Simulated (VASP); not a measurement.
A run of VASP 6.6.1 is set up as follows.

File INCAR:

```
  ALGO = Normal
  EDIFF = 1E-6
  ENCUT = 520
  ISIF = 2
  ISMEAR = 0
  LASPH = T
  LCHARG = F
  LREAL = F
  LWAVE = F
  NBANDS = 12
  NELM = 60
  PREC = Accurate
  SIGMA = 0.05
```

File KPOINTS:

```
k-points
0
Gamma
  8 8 8
```

Contents of POSCAR:

```
CsH
1.0
    0.0000000000      2.8403280946      4.0162239258
    2.8403280946      0.0000000000      4.0162239258
    2.8403280946      2.8403280946      0.0000000000
Cs H
1 1
Direct
    0.0000000000      0.0000000000      0.0000000000
    0.5000000000      0.5000000000      0.5000000000
```

Potentials or basis: VASP PAW LDA potentials, release 64 (Cs_sv, H).

Launch:

```console
$ cat potpaw_LDA.64/Cs_sv/POTCAR potpaw_LDA.64/H/POTCAR > POTCAR
$ mpirun -np 1 vasp_std > vasp.out
```

Question: What does it give for the pressure?

Answer: 1.1 GPa.

Question: Predict the band gap on the k mesh.

Answer: 1.52 eV, direct.

Stress tensor (GPa, compression positive):
```
 2.57  0.00  0.00
 0.00  2.57  0.00
 0.00  0.00 -1.83
```

Caveat: spin-orbit coupling is left out, which moves the levels of the heavy elements. A k mesh can miss the band edges.
